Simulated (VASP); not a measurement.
# Pd (I4/mmm) in VASP: a series of runs, part 2 of 2

VASP 6.6.1. Earlier steps stand in the parts before.

## 5. Single point, LDA (zz strain of +1 %)

The input, INCAR:

```
ALGO = Normal
EDIFF = 1E-6
ENCUT = 520
GGA = CA
ISIF = 2
ISMEAR = -1
LASPH = True
LCHARG = True
LELF = True
LREAL = False
LVHAR = True
LWAVE = False
NBANDS = 11
NELM = 60
PREC = Accurate
SIGMA = 0.05
```

The input, KPOINTS:

```
k-points
0
Gamma
  18 18 18
```

The input, POSCAR:

```
Pd
1.0
    0.0000000000      1.9449000000      1.9643490000
    1.9449000000      0.0000000000      1.9643490000
    1.9449000000      1.9449000000      0.0000000000
Pd
1
Direct
    0.0000000000      0.0000000000      0.0000000000
```

Potentials or basis: VASP PAW LDA potentials, release 64 (Pd).

Command:

```console
> cat potpaw_LDA.64/Pd/POTCAR > POTCAR
> mpirun -np 1 vasp_std > vasp.out
```

OUTCAR:

```text
EDIFF = 1E-6
   ENCUT = 520
   GGA = CA
   ISIF = 2
   ISMEAR = -1
   LASPH = True
   LREAL = False
   NELM = 60
   PREC = Accurate

 ion  position               nearest neighbor table
   1  0.000  0.000  0.000-

  LATTYP: Found a body centered tetragonal cell.
 ALAT       =     2.7505039575
 C/A-ratio  =     1.4283556980

  Lattice vectors:

 A1 = (  -1.9449000000,   0.0000000000,   1.9643490000)
 A2 = (   1.9449000000,   0.0000000000,   1.9643490000)
 A3 = (   0.0000000000,   1.9449000000,  -1.9643490000)

[... 517 lines left out ...]
 [... further k-points ...]

------------------------ aborting loop because EDIFF is reached ----------------------------------------

  FORCE on cell =-STRESS in cart. coord.  units (eV):
  Direction    XX          YY          ZZ          XY          YZ          ZX
  --------------------------------------------------------------------------------------
  -------------------------------------------------------------------------------------
  Total       -0.8658703     -0.8658703     -0.9214953      0.0000000      0.0000000      0.0000000
  in kB      -93.3512676    -93.3512676    -99.3483175      0.0000000      0.0000000      0.0000000
  external PRESSURE =     -95.3502842 kB  Pullay stress =       0.0000000 kB

 VOLUME and BASIS-vectors are now :
 -----------------------------------------------------------------------------
  energy-cutoff  :      520.00
  volume of cell :       14.86
      direct lattice vectors                 reciprocal lattice vectors
     0.000000000  1.944900000  1.964349000    -0.257082626  0.257082626  0.254537254
     1.944900000  0.000000000  1.964349000     0.257082626 -0.257082626  0.254537254
     1.944900000  1.944900000  0.000000000     0.257082626  0.257082626 -0.254537254

 POSITION                                       TOTAL-FORCE (eV/Angst)
 -----------------------------------------------------------------------------------
      0.00000      0.00000      0.00000         0.000000      0.000000     -0.000000
 -----------------------------------------------------------------------------------
    total drift:                                0.000000      0.000000     -0.000000

  FREE ENERGIE OF THE ION-ELECTRON SYSTEM (eV)
  ---------------------------------------------------
  free  energy   TOTEN  =        -6.4853272940 eV

  energy  without entropy=       -6.4669829494  energy(sigma->0) =       -6.47615512
```

OSZICAR:

```text
N       E                     dE             d eps       ncg     rms          rms(c)
DAV:   1     0.417393626522E+02    0.41739E+02   -0.51554E+03 10640   0.853E+02
DAV:   2    -0.624575856964E+01   -0.47985E+02   -0.46440E+02 11835   0.183E+02
DAV:   3    -0.682248126775E+01   -0.57672E+00   -0.57386E+00 12673   0.215E+01
DAV:   4    -0.682497990070E+01   -0.24986E-02   -0.24983E-02 12893   0.150E+00
DAV:   5    -0.682500576503E+01   -0.25864E-04   -0.25865E-04 13928   0.137E-01    0.797E+00
DAV:   6    -0.650090528502E+01    0.32410E+00   -0.14155E+00 13050   0.950E+00    0.372E+00
DAV:   7    -0.649024366801E+01    0.10662E-01   -0.25443E-02 13819   0.963E-01    0.198E+00
DAV:   8    -0.648534614688E+01    0.48975E-02   -0.15664E-03 13162   0.393E-01    0.749E-02
DAV:   9    -0.648532468441E+01    0.21462E-04   -0.17664E-04 14799   0.110E-01    0.156E-02
DAV:  10    -0.648532740662E+01   -0.27222E-05   -0.38440E-06 13061   0.196E-02    0.899E-03
DAV:  11    -0.648532729402E+01    0.11259E-06   -0.51002E-08  8958   0.216E-03
   1 F= -.64853273E+01 E0= -.64761551E+01  d E =-.183443E-01
```

stdout:

```text
POSCAR found type information on POSCAR Pd
 POSCAR found :  1 types and       1 ions
 scaLAPACK will be used
 LDA part: xc-table for (Slater(with rela. corr.)+CA(PZ))
 , standard interpolation
 POSCAR, INCAR and KPOINTS ok, starting setup
 FFT: planning ... GRIDC
 FFT: planning ... GRID_SOFT
 FFT: planning ... GRID
 WAVECAR not read
 entering main loop
```

Wall time 66 s (1 thread of Intel Xeon 8259CL, shared host); peak memory 0.19 GiB.

Results:

```
Free energy            : -6.4853 eV
Pressure               : -9.5 GPa
Band gap on the k mesh : zero (bands 5 and 6 overlap by 1.57 eV)
```

Levels at points of the mesh, in eV from the Fermi level:
```
           k point  band 2  band 3  band 4  band 5  band 6  band 7  band 8  band 9
(0.00, 0.00, 0.00)   -2.90   -2.81   -2.81   -1.26   -1.17   17.13   21.65   21.88
(0.50, 0.00, 0.00)   -2.92   -2.83   -0.04    0.00    0.96    7.19   16.49   20.74
(0.50, 0.50, 0.00)   -5.10   -0.04    0.28    0.28    3.12   10.45   13.14   13.14
(0.50, 0.00, 0.50)   -5.09   -0.04    0.25    0.32    3.31   10.72   12.93   12.98
```

Caveat: the cell differs from its parent crystal (zz strain of +1 %); the cell stands under tension.

## 6. Single point, LDA (equal xx and yy strain of +1 %)

The input, INCAR:

```
PREC = Accurate
ENCUT = 520
EDIFF = 1E-7
ISMEAR = -1
SIGMA = 0.05
LREAL = False
LASPH = True
NELM = 100
ALGO = Normal
ISIF = 2
LWAVE = False
LCHARG = True
LELF = True
LVHAR = True
NBANDS = 11
```

The input, KPOINTS:

```
regular mesh
0
Gamma
  18 18 18
```

The input, POSCAR:

```
Pd
1.0
    0.0000000000      1.9643490000      1.9449000000
    1.9643490000      0.0000000000      1.9449000000
    1.9643490000      1.9643490000      0.0000000000
Pd
1
Direct
    0.0000000000      0.0000000000      0.0000000000
```

Potentials or basis: VASP PAW LDA potentials, release 64 (Pd).

Command:

```console
> cat potpaw_LDA.64/Pd/POTCAR > POTCAR
> mpirun -np 1 vasp_std > vasp.out
```

Run time: 79 s. Hardware: 1 thread of Intel Xeon 8259CL, shared host; peak memory 0.2 GiB.

Results (log left out):

```yaml
Free_energy: -6.4758 eV
Pressure: -11.2 GPa
Band_gap_on_the_k_mesh: zero (bands 5 and 6 overlap by 1.53 eV)
```

Stress tensor (GPa, compression positive):
```
-11.39   0.00   0.00
  0.00 -11.39   0.00
  0.00   0.00 -10.85
```

Levels at points of the mesh, in eV from the Fermi level:
| k point | band 1 | band 2 | band 3 | band 4 | band 5 | band 6 | band 7 | band 8 | band 9 | band 10 |
| --- | --- | --- | --- | --- | --- | --- | --- | --- | --- | --- |
| (0.00, 0.00, 0.00) | -7.11 | -2.83 | -2.83 | -2.73 | -1.24 | -1.15 | 17.12 | 21.66 | 21.66 | 21.89 |
| (0.50, 0.00, 0.00) | -5.22 | -2.87 | -2.79 | -0.04 | 0.00 | 0.98 | 7.11 | 16.49 | 20.64 | 20.86 |
| (0.50, 0.50, 0.00) | -5.28 | -5.01 | -0.04 | 0.28 | 0.28 | 3.38 | 10.71 | 12.84 | 12.84 | 21.15 |
| (0.50, 0.00, 0.50) | -5.28 | -5.01 | -0.04 | 0.25 | 0.31 | 3.18 | 10.44 | 13.00 | 13.05 | 21.32 |

Caveat: the cell differs from its parent crystal (equal xx and yy strain of +1 %); the cell stands under tension.

## 7. The runs side by side

```tsv
cell	gap on the mesh (eV)	pressure (GPa)
a = 2.723, b = 2.723, c = 2.695 Å, angles 60.3, 60.3, 59.3°, 1 atom	none	0.6
a = 2.723, b = 2.723, c = 2.751 Å, angles 59.7, 59.7, 60.7°, 1 atom	none	-3.8
a = 2.737, b = 2.737, c = 2.723 Å, angles 60.2, 60.2, 59.7°, 1 atom	none	-3.9
a = 2.764, b = 2.764, c = 2.751 Å, angles 60.2, 60.2, 59.7°, 1 atom	none	-9.5
a = 2.764, b = 2.764, c = 2.778 Å, angles 59.8, 59.8, 60.3°, 1 atom	none	-11.2
```

Alike in all rows: task single point; level LDA; potentials or basis VASP PAW LDA potentials, release 64 (Pd); no spin polarisation; k mesh 18 × 18 × 18; cutoff (eV) 520; smearing fermi-dirac 0.05 eV.

Caveats: the cell stands under tension (at least some runs).

Absolute energies hang on the potentials; compare differences alone.
